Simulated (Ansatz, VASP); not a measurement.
## Cu in VASP and in Ansatz

INCAR

```
PREC = Accurate ; ENCUT = 520
EDIFF = 1E-6 ; ISMEAR = 1
SIGMA = 0.1 ; LREAL = False
LASPH = True ; NELM = 100
ALGO = Normal ; ISIF = 2
LWAVE = False ; LCHARG = False
GGA = PS ; NBANDS = 12
```

Contents of KPOINTS:

```
Automatic mesh
0
Gamma
  3 12 2
```

Contents of POSCAR:

```
Cu
1.0
   11.5702540000      0.0000000000      0.0000000000
    0.0000000000      2.2382120000      0.0000000000
   -4.5956240000      0.0000000000     21.7433880000
Cu
1
Direct
    0.5000000000      0.5000000000      0.5000000000
```

Input for Ansatz:

```yaml
crystal:
  lattice:
    - [11.570254, 0.0, 0.0]
    - [0.0, 2.238212, 0.0]
    - [-4.595624, 0.0, 21.743388]
  atoms:
    - { symbol: Cu, position: [0.5, 0.5, 0.5] }
basis:
  ecutwfc: 557.833418042754
kpoints:
  mp_grid:
    grid: [3, 12, 2]
hamiltonian:
  xc: pbesol
scf:
  occupations:
    method: cold
output:
  forces: true
  stress: true
```

Alike in both runs: task single point; functional PBEsol; k mesh 3 × 12 × 2; no spin polarisation.

```csv
,VASP,Ansatz
version,VASP 6.6.1,Ansatz 0.2.0
potentials or method,"VASP PAW PBE potentials, release 64 (Cu), cutoff 520 eV","plane waves, PAW"
occupations,"methfessel-paxton of order 1, width 0.1 eV",cold
valence electrons in the cell,11,19
```

VASP gave:

* pressure (GPa): 0.0
* traceless stress, the component that is largest in VASP (GPa): 0.06

Question: Estimate Ansatz's values.

Answer: Pressure (GPa): 0.0; traceless stress, the component that is largest in VASP (GPa): 0.04.

VASP's potentials were made for PBE, not for PBEsol. VASP's potentials hold 11 valence electrons a cell and Ansatz's 19, so a difference there can come from the potentials and not from the codes.
